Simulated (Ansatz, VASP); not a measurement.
# One calculation of Yb, two programs

```
Yb
1.0
     3.87990    0.00000    0.00000
    -1.93995    3.36009    0.00000
     0.00000    0.00000    6.38590
Yb
2
Direct
  0.66667 0.33333 0.75000
  0.33333 0.66667 0.25000
```

Alike in both runs: task relaxation of cell and atoms; functional LDA; k mesh 6 × 6 × 3; occupations fermi-dirac, width 0.05 eV; collinear spin.

|  | VASP | Ansatz |
| --- | --- | --- |
| version | VASP 6.6.1 | Ansatz 0.2.0 |
| potentials or method | VASP PAW PBE potentials, release 64 (Yb), cutoff 600 eV | all-electron LAPW, scalar-relativistic |

|  | VASP | Ansatz | Ansatz less VASP |
| --- | --- | --- | --- |
| net moment per atom (μB) | 0.00 | 0.00 | 0.000 |
| relaxed volume (Å³/atom) | 28.85 | 28.93 | +0.072 |
| relaxed cell length with the largest relative difference (Å) | 5.591 | 5.597 | +0.0059 |

VASP's potentials were made for PBE, not for LDA. LDA's correlation is that of Perdew and Zunger in VASP and of Perdew and Wang (1992) in Ansatz. Ansatz ran all-electron here, and VASP with PAW potentials.

Neither program's run includes spin-orbit coupling. Noted on VASP's run: the volume moved by over 15 % at a fixed basis, so the end points are rough. Noted on Ansatz's run: the k mesh is thin for a metal, which can move the energy by tens of meV per atom; the open f shell may have settled in a state that isn't the lowest; the volume moved by over 15 % at a fixed basis, so the end points are rough.
